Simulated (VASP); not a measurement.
Co, 2 atoms in the cell. Symmetry: Fd-3m, No. 227, cubic system. The conventional cell has a = 5.139 Å, b = 5.139 Å, c = 5.139 Å, α = 90.00°, β = 90.00°, γ = 90.00°. Within 2.9 Å of Co (site symmetry -43m) lie 4 Co at 2.23 Å. This isn't the form of Co at room conditions, which is hcp.

| Item | Value |
| --- | --- |
| Program | VASP 6.6.1 |
| Task | single point |
| Functional | RPBE |
| Potentials or basis | VASP PAW PBE potentials, release 64 (Co) |
| Cutoff | 520 eV |
| k mesh | 11 × 11 × 11 |
| Occupations | fermi-dirac, width 0.05 eV |
| Spin | collinear spin, antiferromagnetic start |
| Starting moments | [1.7, -1.7] μB |
| Dipole correction | no |
| Further INCAR settings | ALGO = Normal; EDIFF = 1e-06; NBANDS = 20 |

Potentials or basis: VASP PAW PBE potentials, release 64 (Co).

Launch:

```console
$ cat potpaw_PBE.64/Co/POTCAR > POTCAR
$ mpirun -np 1 vasp_std > vasp.out
```

Hardware: 1 thread of Intel(R) Xeon(R) 6975P-C (Granite Rapids), on a shared host.

How long does it take, and how much memory?

Run time: 38 s on 1 thread of Intel(R) Xeon(R) 6975P-C (Granite Rapids), on a shared host, peak memory 0.2 GiB. Counts: scf iterations 15, k points 56.
